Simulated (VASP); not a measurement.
# KCl (Fm-3m) in VASP: further runs, part 2 of 2

VASP 6.6.1. Earlier steps stand in the parts before.

## Step 4: Relaxation of cell and atoms, PBE, target pressure 40 GPa, at which the enthalpy is minimised

The input, INCAR:

```
SYSTEM = KCl
PREC     = Accurate       ! precision mode
ENCUT    = 500            ! plane-wave cutoff, eV
EDIFF    = 1E-7           ! SCF threshold, eV
ISMEAR   = -1             ! smearing method
SIGMA    = 0.1            ! smearing width, eV
LREAL    = .FALSE.        ! projectors in reciprocal space
LASPH    = .TRUE.         ! aspherical terms in the spheres
NELM     = 120            ! most SCF steps
ALGO     = Normal         ! electronic algorithm
ISIF     = 3              ! what is computed and relaxed
LWAVE    = .FALSE.        ! write WAVECAR
LCHARG   = .FALSE.        ! write CHGCAR
GGA      = PE             ! functional
IBRION   = 2              ! ionic algorithm
NSW      = 60             ! ionic steps
EDIFFG   = -0.01          ! ionic threshold
PSTRESS  = 400.0        
GGA_COMPAT= .FALSE.      
NELMIN   = 4
```

The input, KPOINTS:

```
Automatic mesh
0
G
  6 6 6
  0 0 0
```

The input, POSCAR:

```
KCl
1.0
    4.4497810000      0.0000000000      0.0000000000
    2.2248905000      3.8536233873      0.0000000000
    2.2248905000      1.2845411291      3.6332309724
K Cl
1 1
Direct
    0.0000000000      0.0000000000      0.0000000000
    0.5000000000      0.5000000000      0.5000000000
```

Potentials or basis: VASP PAW PBE potentials, release 64 (K_sv, Cl).

On the command line:

```sh
$ cat potpaw_PBE.64/K_sv/POTCAR potpaw_PBE.64/Cl/POTCAR > POTCAR
$ mpirun -np 1 vasp_std > vasp.out
```

OUTCAR:

```text
SYSTEM = KCl
   PREC = Accurate
   ENCUT = 500
   EDIFF = 1E-7
   ISMEAR = -1
   LREAL = .FALSE.
   LASPH = .TRUE.
   NELM = 120
   ISIF = 3
   GGA = PE
   IBRION = 2
   NSW = 60
   EDIFFG = -0.01
   PSTRESS = 400.0
   NELMIN = 4

 ion  position               nearest neighbor table
   1  0.000  0.000  0.000-   2 3.15   2 3.15   2 3.15   2 3.15   2 3.15   2 3.15
   2  0.500  0.500  0.500-   1 3.15   1 3.15   1 3.15   1 3.15   1 3.15   1 3.15

  LATTYP: Found a face centered cubic cell.
 ALAT       =     6.2929406398

  Lattice vectors:

 A1 = (   4.4497810000,   0.0000000000,   0.0000000000)
 A2 = (   2.2248905000,   3.8536233873,   0.0000000000)
 A3 = (   2.2248905000,   1.2845411291,   3.6332309724)

Analysis of symmetry for initial positions (statically):
=====================================================================
 Subroutine PRICEL returns:
 Original cell was already a primitive cell.

 Routine SETGRP: Setting up the symmetry group for a
 face centered cubic supercell.

 Subroutine GETGRP returns: Found 48 space group operations
 (whereof 48 operations were pure point group operations)
 out of a pool of 48 trial point group operations.

The static configuration has the point symmetry O_h .

Analysis of symmetry for dynamics (positions and initial velocities):
=====================================================================
 Subroutine PRICEL returns:
 Original cell was already a primitive cell.

 Routine SETGRP: Setting up the symmetry group for a
 face centered cubic supercell.

 Subroutine GETGRP returns: Found 48 space group operations
 (whereof 48 operations were pure point group operations)
 out of a pool of 48 trial point group operations.

The dynamic configuration has the point symmetry O_h .

 Subroutine INISYM returns: Found 48 space group operations
 (whereof 48 operations are pure point group operations),
 and found     1 'primitive' translations

----------------------------------------------------------------------------------------
[... 89 lines left out ...]
   NFREE  =      1    steps in history (QN), initial steepest desc. (CG)
   ISIF   =      3    stress and relaxation
   ISYM   =      2    0-nonsym 1-usesym 2-fastsym
   POTIM  = 0.5000    time-step for ionic-motion
   TEBEG  =    0.0;   TEEND  =   0.0 temperature during run
   PSTRESS=  400.0 pullay stress
   NELECT =      16.0000    total number of electrons
   NUPDOWN=      -1.0000    fix difference up-down
   EMIN   =  10.00;   EMAX   =-10.00  energy-range for DOS
   EFERMI =   0.00;   METHOD = LEGACY
   ISMEAR =    -1;   SIGMA  =   0.10  broadening in eV -4-tet -1-fermi 0-gaus
   EFERMI_NEDOS =   21; number of points for ismear=-14 and -15
   IALGO  =     38    algorithm
   IMIX   =      4    mixing-type and parameters
     AMIX     =   0.40;   BMIX     =  1.00
     AMIX_MAG =   1.60;   BMIX_MAG =  1.00
  volume/ion in A,a.u.               =      31.15       210.22
  Fermi-wavevector in a.u.,A,eV,Ry     =   1.040594  1.966437 14.732868  1.082835
  Thomas-Fermi vector in A             =   2.175176
   LORBIT       =      0    0 simple, 1 ext, 2 COOP (PROOUT), +10 PAW based schemes
   GGA     = PE    functional components
   LHFCALC =     F    Hartree Fock is set to
   AEXX    =    0.0000 exact exchange contribution
   IVDW    =     0    specifies the selected vdW correction
   LEPSILON=     F    determine dielectric tensor
   LRPA    =     F    only Hartree local field effects (RPA)
 conjugate gradient relaxation of ions
 non-spin polarized calculation
  energy-cutoff  :      500.00
  volume of cell :       62.30
 maximum number of plane-waves:      1596
   NGX = 17   NGY = 17   NGZ = 17

--------------------------------------- Ionic step        1  -------------------------------------------

 number of electron      16.0000001 magnetization

 Free energy of the ion-electron system (eV)
  ---------------------------------------------------
  ext. energy  EPLUGINS =         0.00000000
  ---------------------------------------------------
  free energy    TOTEN  =        -6.80369297 eV

  energy without entropy =       -6.80369297  energy(sigma->0) =       -6.80369297

 E-fermi :   0.4260     XC(G=0):  -7.5392

 val. band max:       -1.8419844036   @ k =   0.0000   0.0000   0.0000
 cond. band min:       3.3444843699   @ k =   0.0000   0.0000   0.0000
 fundamental gap:      5.1864687735
 Fermi energy:         0.4260169321
[... 830 lines left out ...]
 k-point    16 :      -0.3333    0.5000    0.1667
  band No.  band energies     occupation
      1     -25.5349      2.00000
      2     -12.1298      2.00000
      3      -9.7518      2.00000
      4      -9.5087      2.00000
      5      -8.8871      2.00000
      6      -0.1047      2.00000
      7       0.1437      2.00000
      8       0.3797      2.00000
      9       7.6887      0.00000
     10      10.8434      0.00000
     11      11.8925      0.00000
     12      12.8749      0.00000

[... ionic steps 4 to 15 ...]

--------------------------------------- Ionic step       16  -------------------------------------------

 number of electron      16.0000001 magnetization

------------------------ aborting loop because EDIFF is reached ----------------------------------------
[... 71 lines left out ...]
--------------------------------------- Ionic step       18  -------------------------------------------

 number of electron      16.0000001 magnetization

 Free energy of the ion-electron system (eV)
  ---------------------------------------------------
  ext. energy  EPLUGINS =         0.00000000
  ---------------------------------------------------
  free energy    TOTEN  =        -4.76039061 eV

  energy without entropy =       -4.76039061  energy(sigma->0) =       -4.76039061

 E-fermi :   3.6499     XC(G=0): -10.0357

 val. band max:        1.4954732807   @ k =   0.0000   0.0000   0.0000
 cond. band min:       6.6643682068   @ k =   0.5000   0.5000   0.0000
 fundamental gap:      5.1688949262
 Fermi energy:         3.6498888294
[... 271 lines left out ...]
  energy  without entropy=       -4.7603906107  energy(sigma->0) =       -4.76039061

  enthalpy is  TOTEN    =         4.2655802141 eV   P V=        9.0259708249

 reached required accuracy - stopping structural energy minimisation
```

OSZICAR:

```text
N       E                     dE             d eps       ncg     rms          rms(c)
DAV:   1     0.104790621156E+03    0.10479E+03   -0.71117E+03   384   0.117E+03
DAV:   2    -0.788185809799E+00   -0.10558E+03   -0.97916E+02   496   0.277E+02
DAV:   3    -0.686112374906E+01   -0.60729E+01   -0.60400E+01   484   0.611E+01
[... 166 lines left out ...]
DAV:   5    -0.476038993250E+01   -0.55382E-05   -0.91727E-06   608   0.158E-02    0.335E-03
DAV:   6    -0.476039010254E+01   -0.17003E-06   -0.14190E-07   416   0.394E-03    0.205E-03
DAV:   7    -0.476039049743E+01   -0.39490E-06   -0.47187E-08   260   0.245E-03    0.370E-04
DAV:   8    -0.476039060478E+01   -0.10735E-06   -0.14126E-08   200   0.172E-03    0.346E-04
DAV:   9    -0.476039061085E+01   -0.60629E-08   -0.12819E-09   192   0.391E-04
  18 F= 0.42655802E+01 E0= 0.42655802E+01  d E =-.362213E-03
```

Wall time 1.8 min (1 thread of Intel Xeon 8259CL, shared host); peak memory 0.2 GiB.

Results:

| Property | Result |
| --- | --- |
| Free energy | -4.7604 eV |
| Relaxed volume | 18.08 Å³/atom |
| Relaxed cell | a = 3.712 Å, b = 3.712 Å, c = 3.712 Å, α = 60.00°, β = 60.00°, γ = 60.00° |
| Space group after relaxing (to 0.1 Å) | Fm-3m (No. 225) |
| Energy change on relaxing (the run minimises the enthalpy) | +1021.7 meV/atom |
| Ionic steps | 18 |
| Pressure after relaxing | 40.0 GPa |
| Band gap on the k mesh | 5.17 eV (least direct gap 5.36 eV) |

The path:
| step | energy change (eV) | largest force (eV/Å) | pressure (GPa) | volume (Å³) |
| --- | --- | --- | --- | --- |
| 1 | 0.0000 | 0.0000 | 0.77 | 62.30 |
| 2 | 25.1649 | 0.0000 | 495.69 | 15.73 |
| 3 | 0.7945 | 0.0000 | 17.61 | 43.48 |
| 4 | 1.4072 | 0.0000 | 28.59 | 39.15 |
| 5 | 2.1053 | 0.0000 | 41.17 | 35.91 |
| 6 | 1.9960 | 0.0000 | 39.19 | 36.34 |
| 7 | 1.9973 | 0.0000 | 39.21 | 36.34 |
| 8 | 2.0010 | 0.0000 | 39.28 | 36.32 |
| 9 | 2.0011 | 0.0000 | 39.28 | 36.32 |
| 10 | 2.0011 | 0.0000 | 39.28 | 36.32 |
| 11 | 2.0013 | 0.0000 | 39.29 | 36.32 |
| 12 | 2.0016 | 0.0000 | 39.29 | 36.32 |
| 13 | 2.0023 | 0.0000 | 39.30 | 36.32 |
| 14 | 2.0036 | 0.0000 | 39.33 | 36.31 |
| 15 | 2.0062 | 0.0000 | 39.38 | 36.30 |
| 16 | 2.0115 | 0.0000 | 39.47 | 36.28 |
| 17 | 2.0221 | 0.0000 | 39.66 | 36.24 |
| 18 | 2.0433 | 0.0000 | 40.05 | 36.15 |

Final structure:
```yaml
crystal:
  lattice:
    - [3.71153, 0.00000, 0.00000]
    - [1.85577, 3.21428, 0.00000]
    - [1.85577, 1.07143, 3.03045]
  atoms:
    - { symbol: K, position: [0.00000, 0.00000, 0.00000] }
    - { symbol: Cl, position: [0.50000, 0.50000, 0.50000] }
```

Caveat: the cell is relaxed towards a set pressure, so the run minimises the enthalpy, not the energy; the volume moved by over 15 % at a fixed basis, so the end points are rough.

## Step 5: Overview

| cell | gap on the mesh (eV) | pressure (GPa) |
| --- | --- | --- |
| relaxed to 20 GPa | 5.79 | 19.9 |
| relaxed to 30 GPa | 5.46 | 30.0 |
| relaxed to 40 GPa | 5.17 | 40.0 |

Alike in all rows: task relaxation of cell and atoms; level PBE; potentials or basis VASP PAW PBE potentials, release 64 (K_sv, Cl); no spin polarisation; k mesh 6 × 6 × 6; cutoff (eV) 500; smearing fermi-dirac 0.1 eV.

Caveats: the cell is relaxed towards a set pressure, so the run minimises the enthalpy, not the energy; the volume moved by over 15 % at a fixed basis, so the end points are rough.

Absolute energies hang on the potentials; compare differences alone.
